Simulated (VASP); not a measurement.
# Hg (Im-3m) in VASP: relaxation of cell and atoms with PBE

Aim: the relaxation of cell and atoms of Hg with PBE.

All numbers are computed with VASP 6.6.1; they aren't measurements. Logs are shortened: lines on timing, memory, paths and dates and some standing lists are left out, and cuts for length are marked.

## Step 1: The cell of the first run

The structure is cubic, space group Im-3m (No. 229). The conventional cell has a = 4.117 Å, b = 4.117 Å, c = 4.117 Å, α = 90.00°, β = 90.00°, γ = 90.00°. Within 4.7 Å of Hg (site symmetry m-3m) lie 14 Hg at 3.57 to 4.12 Å.

## Step 2: Relaxation of cell and atoms, PBE

INCAR reads:

```
SYSTEM = Hg
PREC = Accurate ; ENCUT = 500
EDIFF = 1E-7 ; ISMEAR = 0
SIGMA = 0.1 ; LREAL = .FALSE.
LASPH = .TRUE. ; NELM = 120
ALGO = Normal ; ISIF = 3
LWAVE = .FALSE. ; LCHARG = .FALSE.
GGA = PE ; IBRION = 2
NSW = 100 ; EDIFFG = -0.01
GGA_COMPAT = .FALSE. ; NELMIN = 4
```

KPOINTS reads:

```
regular mesh
0
G
  14 14 14
  0 0 0
```

POSCAR reads:

```
Hg
1.0
   -2.0584332789      2.0584332789      2.0584332789
    2.0584332789     -2.0584332789      2.0584332789
    2.0584332789      2.0584332789     -2.0584332789
Hg
1
Direct
    0.0000000000      0.0000000000      0.0000000000
```

Potentials or basis: VASP PAW PBE potentials, release 64 (Hg_sv_GW).

The run is started by

```
cat potpaw_PBE.64/Hg_sv_GW/POTCAR > POTCAR
mpirun -np 1 vasp_std > vasp.out
```

OUTCAR:

```text
SYSTEM = Hg
   PREC = Accurate
   ENCUT = 500
   EDIFF = 1E-7
   ISMEAR = 0
   LREAL = .FALSE.
   LASPH = .TRUE.
   NELM = 120
   ISIF = 3
   GGA = PE
   IBRION = 2
   NSW = 100
   EDIFFG = -0.01
   NELMIN = 4

 ion  position               nearest neighbor table
   1  0.000  0.000  0.000-

  LATTYP: Found a body centered cubic cell.
 ALAT       =     4.1168665578

  Lattice vectors:

 A1 = (  -2.0584332789,   2.0584332789,   2.0584332789)
 A2 = (   2.0584332789,  -2.0584332789,   2.0584332789)
 A3 = (   2.0584332789,   2.0584332789,  -2.0584332789)

Analysis of symmetry for initial positions (statically):
=====================================================================
 Subroutine PRICEL returns:
 Original cell was already a primitive cell.

 Routine SETGRP: Setting up the symmetry group for a
 body centered cubic supercell.

 Subroutine GETGRP returns: Found 48 space group operations
 (whereof 48 operations were pure point group operations)
 out of a pool of 48 trial point group operations.

The static configuration has the point symmetry O_h .

Analysis of symmetry for dynamics (positions and initial velocities):
=====================================================================
 Subroutine PRICEL returns:
 Original cell was already a primitive cell.

 Routine SETGRP: Setting up the symmetry group for a
 body centered cubic supercell.

 Subroutine GETGRP returns: Found 48 space group operations
 (whereof 48 operations were pure point group operations)
 out of a pool of 48 trial point group operations.

The dynamic configuration has the point symmetry O_h .

 Subroutine INISYM returns: Found 48 space group operations
 (whereof 48 operations are pure point group operations),
 and found     1 'primitive' translations

----------------------------------------------------------------------------------------

                                     Primitive cell

  volume of cell :      34.8875

  direct lattice vectors                    reciprocal lattice vectors
    -2.058433279  2.058433279  2.058433279     0.000000000  0.242903185  0.242903185
     2.058433279 -2.058433279  2.058433279     0.242903185  0.000000000  0.242903185
     2.058433279  2.058433279 -2.058433279     0.242903185  0.242903185  0.000000000

  length of vectors
     3.565311023  3.565311023  3.565311023     0.343516979  0.343516979  0.343516979

  position of ions in fractional coordinates (direct lattice)
     0.000000000  0.000000000  0.000000000

  ion indices of the primitive-cell ions
   primitive index   ion index
                 1           1

----------------------------------------------------------------------------------------

 KPOINTS: regular mesh

Automatic generation of k-mesh.
 Grid dimensions read from file:
 generate k-points for:   14   14   14

 Generating k-lattice:

  Cartesian coordinates                     Fractional coordinates (reciprocal lattice)
     0.000000000  0.017350228  0.017350228     0.071428571  0.000000000  0.000000000
     0.017350228  0.000000000  0.017350228     0.000000000  0.071428571  0.000000000
     0.017350228  0.017350228  0.000000000     0.000000000  0.000000000  0.071428571

  Length of vectors
     0.024536927  0.024536927  0.024536927

  Shift w.r.t. Gamma in fractional coordinates (k-lattice)
     0.000000000  0.000000000  0.000000000

 Subroutine IBZKPT returns following result:
 ===========================================

 Found    104 irreducible k-points:

 Following reciprocal coordinates:
            Coordinates               Weight
  0.000000  0.000000  0.000000      1.000000
  0.071429  0.000000  0.000000     12.000000
  0.142857  0.000000  0.000000     12.000000
  0.214286  0.000000  0.000000     12.000000
  0.285714  0.000000  0.000000     12.000000
  0.357143  0.000000  0.000000     12.000000
[... 16 lines left out ...]
  0.285714  0.285714  0.000000     24.000000
  0.357143  0.285714 -0.000000     24.000000
 [... further k-points ...]
   k-points           NKPTS =    104   k-points in BZ     NKDIM =    104   number of bands    NBANDS=     14
   number of dos      NEDOS =    301   number of ions     NIONS =      1
   total plane-waves  NPLWV =  21952
   dimension x,y,z NGX =    28 NGY =   28 NGZ =   28
   dimension x,y,z NGXF=    56 NGYF=   56 NGZF=   56
   ions per type =               1
   NGX,Y,Z   is equivalent  to a cutoff of  13.06, 13.06, 13.06 a.u.
   NGXF,Y,Z  is equivalent  to a cutoff of  26.11, 26.11, 26.11 a.u.
 SYSTEM =  Hg
   PREC   = accura    normal or accurate (medium, high low for compatibility)
   ISTART =      0    job   : 0-new  1-cont  2-samecut
   ICHARG =      2    charge: 1-file 2-atom 10-const
   ISPIN  =      1    spin polarized calculation?
   LNONCOLLINEAR =      F non collinear calculations
   LSORBIT =      F    spin-orbit coupling
   LASPH  =      T    aspherical Exc in radial PAW
   ENCUT  =  500.0 eV  36.75 Ry    6.06 a.u.   6.50  6.50  6.50*2*pi/ulx,y,z
   NELM   =    120;   NELMIN=  4; NELMDL= -5     # of ELM steps
   EDIFF  = 0.1E-06   stopping-criterion for ELM
   LREAL  =      F    real-space projection
   EDIFFG = -.1E-01   stopping-criterion for IOM
   NSW    =    100    number of steps for IOM
   IBRION =      2    ionic relax: 0-MD 1-quasi-New 2-CG
   NFREE  =      1    steps in history (QN), initial steepest desc. (CG)
   ISIF   =      3    stress and relaxation
   ISYM   =      2    0-nonsym 1-usesym 2-fastsym
   POTIM  = 0.5000    time-step for ionic-motion
   TEBEG  =    0.0;   TEEND  =   0.0 temperature during run
   PSTRESS=    0.0 pullay stress
   NELECT =      20.0000    total number of electrons
   NUPDOWN=      -1.0000    fix difference up-down
   EMIN   =  10.00;   EMAX   =-10.00  energy-range for DOS
   EFERMI =   0.00;   METHOD = LEGACY
   ISMEAR =     0;   SIGMA  =   0.10  broadening in eV -4-tet -1-fermi 0-gaus
   EFERMI_NEDOS =   21; number of points for ismear=-14 and -15
   IALGO  =     38    algorithm
   IMIX   =      4    mixing-type and parameters
     AMIX     =   0.40;   BMIX     =  1.00
     AMIX_MAG =   1.60;   BMIX_MAG =  1.00
  volume/ion in A,a.u.               =      34.89       235.43
  Fermi-wavevector in a.u.,A,eV,Ry     =   1.359966  2.569963 25.164076  1.849507
  Thomas-Fermi vector in A             =   2.486669
   LORBIT       =      0    0 simple, 1 ext, 2 COOP (PROOUT), +10 PAW based schemes
   GGA     = PE    functional components
   LHFCALC =     F    Hartree Fock is set to
   AEXX    =    0.0000 exact exchange contribution
   IVDW    =     0    specifies the selected vdW correction
   LEPSILON=     F    determine dielectric tensor
   LRPA    =     F    only Hartree local field effects (RPA)
 conjugate gradient relaxation of ions
 non-spin polarized calculation
 Gauss-broadening in eV      SIGMA  =   0.10
  energy-cutoff  :      500.00
  volume of cell :       34.89
 maximum number of plane-waves:       935
 NGX is ok and might be reduce to    28
   NGX = 13   NGY = 13   NGZ = 13

--------------------------------------- Ionic step        1  -------------------------------------------

 number of electron      20.0000010 magnetization

 Free energy of the ion-electron system (eV)
  ---------------------------------------------------
  ext. energy  EPLUGINS =         0.00000000
  ---------------------------------------------------
  free energy    TOTEN  =        -0.17384082 eV

  energy without entropy =       -0.17354273  energy(sigma->0) =       -0.17369178

------------------------ aborting loop because EDIFF is reached ----------------------------------------

  FORCE on cell =-STRESS in cart. coord.  units (eV):
  Direction    XX          YY          ZZ          XY          YZ          ZX
  --------------------------------------------------------------------------------------
  -------------------------------------------------------------------------------------
  Total       -0.3279183     -0.3279183     -0.3279183      0.0000000      0.0000000      0.0000000
  in kB      -15.0593390    -15.0593390    -15.0593390      0.0000000      0.0000000      0.0000000
  external PRESSURE =     -15.0593390 kB  Pullay stress =       0.0000000 kB
[... 20 lines left out ...]
  energy  without entropy=       -0.1735427346  energy(sigma->0) =       -0.17369178

--------------------------------------- Ionic step        2  -------------------------------------------

 number of electron      19.9999993 magnetization

 E-fermi :   2.9478     XC(G=0):  -9.3628

 val. band max:        2.8577551691   @ k =  -0.4286   0.5000   0.3571
 cond. band min:       2.9719348308   @ k =  -0.4286   0.4286   0.4286
 fundamental gap:      0.1141796617
 Fermi energy:         2.9477564466

 k-point     1 :       0.0000    0.0000    0.0000
  band No.  band energies     occupation
      1    -111.4117      2.00000
      2     -59.7542      2.00000
      3     -59.7542      2.00000
      4     -59.7542      2.00000
      5      -3.8331      2.00000
      6      -3.3956      2.00000
      7      -3.3956      2.00000
      8      -3.3956      2.00000
      9      -2.9481      2.00000
     10      -2.9481      2.00000
     11      15.0106      0.00000
     12      15.0106      0.00000
     13      15.0106      0.00000
     14      16.4547      0.00000
[... 458 lines left out ...]
  energy  without entropy=       -0.2051526814  energy(sigma->0) =       -0.20593028

--------------------------------------- Ionic step        4  -------------------------------------------

 number of electron      19.9999998 magnetization

 Free energy of the ion-electron system (eV)
  ---------------------------------------------------
  ext. energy  EPLUGINS =         0.00000000
  ---------------------------------------------------
  free energy    TOTEN  =        -0.20674371 eV

  energy without entropy =       -0.20512127  energy(sigma->0) =       -0.20593249

 E-fermi :   3.9623     XC(G=0): -10.1282

 val. band max:        3.9442499158   @ k =   0.4286   0.1429   0.0000
 cond. band min:       3.9945304609   @ k =  -0.4286  -0.4286   0.2857
 fundamental gap:      0.0502805451
 Fermi energy:         3.9623267059

 k-point     1 :       0.0000    0.0000    0.0000
  band No.  band energies     occupation
      1    -110.5036      2.00000
      2     -58.8379      2.00000
      3     -58.8379      2.00000
      4     -58.8379      2.00000
      5      -3.5606      2.00000
      6      -2.5601      2.00000
      7      -2.5601      2.00000
      8      -2.5601      2.00000
      9      -1.9629      2.00000
     10      -1.9629      2.00000
     11      17.6392      0.00000
     12      17.6392      0.00000
     13      17.6392      0.00000
     14      17.9710      0.00000
[... 419 lines left out ...]
  FREE ENERGIE OF THE ION-ELECTRON SYSTEM (eV)
  ---------------------------------------------------
  free  energy   TOTEN  =        -0.2067437100 eV

  energy  without entropy=       -0.2051212750  energy(sigma->0) =       -0.20593249

 reached required accuracy - stopping structural energy minimisation
```

Run time: 2.4 min. Hardware: 1 thread of Intel Xeon Platinum 8375C at 2.90GHz (Ice Lake), shared host; peak memory 0.21 GiB.

Results:

```
Free energy                           : -0.2067 eV
Relaxed volume                        : 28.96 Å³/atom
Relaxed cell                          : a = 3.351 Å, b = 3.351 Å, c = 3.351 Å, α = 109.47°, β = 109.47°, γ = 109.47°
Space group after relaxing (to 0.1 Å) : Im-3m (No. 229)
Energy gained by relaxing             : 32.9 meV/atom
Ionic steps                           : 4
Pressure after relaxing               : 0.0 GPa
Band gap on the k mesh                : zero (bands 10 and 11 overlap by 2.40 eV)
```

The path:
```
step  energy change (eV)  largest force (eV/Å)  pressure (GPa)  volume (Å³)
   1              0.0000                0.0000           -1.51        34.89
   2             -0.0134                0.0000           -1.15        33.26
   3             -0.0329                0.0000            0.09        28.67
   4             -0.0329                0.0000           -0.05        28.96
```

Final structure:
```xyz
1
Lattice="-1.9346 1.9346 1.9346 1.9346 -1.9346 1.9346 1.9346 1.9346 -1.9346" Properties=species:S:1:pos:R:3 pbc="T T T"
Hg    0.0000    0.0000    0.0000
```

Caveat: the volume moved by over 15 % at a fixed basis, so the end points are rough; spin-orbit coupling is left out, which moves the levels of the heavy elements.
